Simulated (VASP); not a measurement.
CuO:

```
CELL_PARAMETERS angstrom
1.99097 -2.15355 0.00000
1.99097 2.15355 0.00000
0.00000 0.00000 5.15593
ATOMIC_POSITIONS crystal
Cu 0.50000 0.00000 0.00000
Cu 0.00000 0.50000 0.50000
O 0.50000 0.50000 0.25000
O 0.50000 0.50000 0.75000
```

```yaml
Program: VASP 6.6.1
Task: relaxation of cell and atoms
Functional: PBEsol
Potentials_or_basis: VASP PAW PBE potentials, release 64 (Cu, O)
Cutoff: 600 eV
k_mesh: 9 × 9 × 5
Occupations: fermi-dirac, width 0.05 eV
Spin: no spin polarisation
```

At the start: pressure -5.4 GPa; volume 11.05 Å³/atom.

Task: Where does the relaxation end?

Result: Over 16 steps the energy falls by 7.9 meV/atom and the volume is 10.71 Å³/atom (-3.1 %); space group Cccm (No. 66, to 0.1 Å) before, P4_2/mmc (No. 131, to 0.1 Å).

The path:
```csv
step,energy change (eV),largest force (eV/Å),pressure (GPa),volume (Å³)
1,0.0000,0.0000,-5.44,44.21
2,-0.0143,0.0000,4.06,41.86
3,-0.0263,0.0000,-0.07,42.78
4,-0.0263,0.0000,0.02,42.75
5,-0.0269,0.0000,0.03,42.72
6,-0.0278,0.0000,0.37,42.64
7,-0.0282,0.0000,-0.34,42.75
8,-0.0283,0.0000,-0.29,42.78
9,-0.0283,0.0000,-0.69,42.84
10,-0.0283,0.0000,-0.55,42.82
11,-0.0285,0.0000,-0.42,42.82
12,-0.0293,0.0000,-0.32,42.84
13,-0.0304,0.0000,-0.43,42.88
14,-0.0315,0.0000,-0.43,42.93
15,-0.0315,0.0000,0.30,42.75
16,-0.0316,0.0000,-0.01,42.83
```

Final structure:
```
CELL_PARAMETERS angstrom
2.04614 -2.05443 0.00000
2.04614 2.05443 0.00000
0.00000 0.00000 5.09386
ATOMIC_POSITIONS crystal
Cu 0.50000 0.00000 0.00000
Cu 0.00000 0.50000 0.50000
O 0.50000 0.50000 0.25000
O 0.50000 0.50000 0.75000
```

Caveat: the PAW data sets were made with another functional, which shifts forces and pressure a little.
